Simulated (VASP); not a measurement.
A run of VASP 6.6.1 is set up as follows.

The input INCAR:

```
  PREC = Accurate
  ENCUT = 520
  EDIFF = 1E-7
  ISMEAR = -1
  SIGMA = 0.0758
  LREAL = Auto
  LASPH = True
  NELM = 100
  ALGO = Normal
  ISIF = 2
  LWAVE = False
  LCHARG = False
  GGA = PE
  NBANDS = 73
  ISYM = 0
```

File KPOINTS:

```
Automatic mesh
0
Gamma
  1 1 1
  0.25 0.25 0.25
```

The input POSCAR:

```
GeSb4Te4
1.0
    8.0204470000      0.0365690000     -0.2582360000
    0.0365690000      8.8728170000     -0.1270320000
   -0.2582360000     -0.1270320000      8.3859190000
Ge Sb Te
2 8 8
Direct
    0.7172098320      0.5500354074      0.6944798174
    0.6877124818      0.0410628900      0.3008648690
    0.1158113856      0.3989825088      0.6005958578
    0.7784387145      0.6696751510      0.1870142168
    0.2451868323      0.9953640324      0.8531090213
    0.6664943239      0.0299063085      0.8685467730
    0.1059457715      0.6655591152      0.3974475925
    0.3424728408      0.2129724676      0.3974637884
    0.4752100952      0.7531185215      0.9558046657
    0.1217950593      0.9912859051      0.4845263709
    0.3932777169      0.4508216744      0.1366741371
    0.9943278618      0.1026959673      0.1479398887
    0.7237298974      0.4291573971      0.4014589023
    0.1438197907      0.7690498680      0.0772332037
    0.9584438090      0.4335303405      0.8844992328
    0.7837021383      0.9231456260      0.5889650425
    0.3973559359      0.7363614024      0.6115693544
    0.4168580519      0.2647685723      0.7523708299
```

Potentials or basis: VASP PAW PBE potentials, release 64 (Ge_d, Sb, Te).

The run is started by

```bash
$ cat potpaw_PBE.64/Ge_d/POTCAR potpaw_PBE.64/Sb/POTCAR potpaw_PBE.64/Te/POTCAR > POTCAR
$ mpirun -np 1 vasp_std > vasp.out
```

(1) What does it give for the largest force?

(2) Estimate the pressure.

(3) Predict the band gap on the k mesh.

Answers

(1) 1.601 eV/Å.

(2) 2.6 GPa.

(3) 0.09 eV.

Caveat: the k points lie up to 0.78 Å⁻¹ apart; spin-orbit coupling is left out, which moves the levels of the heavy elements.
